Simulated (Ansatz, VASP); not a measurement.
**One calculation of PbC, two programs**

```xyz
2
Lattice="2.3162 -2.3953 0.0000 2.3162 2.3953 0.0000 0.0000 0.0000 3.1440" Properties=species:S:1:pos:R:3 pbc="T T T"
Pb    2.3162    0.0000    0.0000
C     0.0000    0.0000    1.5720
```

Alike in both runs: functional PBE; k mesh 6 × 6 × 4; occupations gaussian, width 0.2 eV; no spin polarisation.

Ansatz relaxed the structure, and its values are those at the end. VASP's run is a single point on that final structure, the one shown.

|  | VASP | Ansatz |
| --- | --- | --- |
| version | VASP 6.6.1 | Ansatz 0.2.0 |
| potentials or method | VASP PAW PBE potentials, release 64 (Pb_d, C), cutoff 520 eV | scalar-relativistic, plane waves, PAW |
| valence electrons in the cell | 18 | 18 |

```tsv
	VASP	Ansatz	Ansatz less VASP
gap on the k mesh at the Fermi level (eV)	none	none	-
pressure (GPa)	-0.1	-0.1	+0.02
```

A gap of «none» marks a metal or a gap that the smearing closes. With one functional, cell and mesh, what is left measures potentials, basis and numerics.

The k mesh is coarse, so the values compare programs but aren't converged. Neither program's run includes spin-orbit coupling.
